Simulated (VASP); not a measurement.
A run of VASP 6.6.1:

Contents of INCAR:

```
SYSTEM = MgO
PREC     = Accurate       ! precision mode
ENCUT    = 520            ! plane-wave cutoff, eV
EDIFF    = 1E-7           ! SCF threshold, eV
ISMEAR   = 0              ! smearing method
SIGMA    = 0.01           ! smearing width, eV
LREAL    = .False.        ! projectors in reciprocal space
LASPH    = .True.         ! aspherical terms in the spheres
NELM     = 60             ! most SCF steps
ALGO     = Normal         ! electronic algorithm
ISIF     = 2              ! what is computed and relaxed
LWAVE    = .False.        ! write WAVECAR
LCHARG   = .True.         ! write CHGCAR
GGA      = PE             ! functional
LELF     = .True.         ! ELF
LVHAR    = .True.       
NBANDS   = 16             ! bands
```

The input KPOINTS:

```
Automatic mesh
0
Gamma
  6 6 4
  0 0 0
```

The input POSCAR:

```
MgO
1.0
    3.2882171868      0.0000000001      0.0000000000
   -1.6441085934      2.8476796169      0.0000000000
    0.0000000000      0.0000000000      5.0343664111
Mg O
2 2
Direct
    0.3333333333      0.6666666667     -0.0098385153
    0.6666666667      0.3333333333      0.4901614847
    0.3333333333      0.6666666667      0.3848385153
    0.6666666667      0.3333333333      0.8848385153
```

Potentials or basis: VASP PAW PBE potentials, release 64 (Mg, O).

Command:

```sh
$ cat potpaw_PBE.64/Mg/POTCAR potpaw_PBE.64/O/POTCAR > POTCAR
$ mpirun -np 1 vasp_std > vasp.out
```

Hardware: 1 thread of Intel(R) Xeon(R) 6975P-C (Granite Rapids), with other jobs on the host.

**Question.** How long does it take, and how much memory?

**Answer.** Wall time 7.2 s on 1 thread of Intel(R) Xeon(R) 6975P-C (Granite Rapids) (shared host), peak memory 0.16 GiB. Counts: scf iterations 13, k points 21.
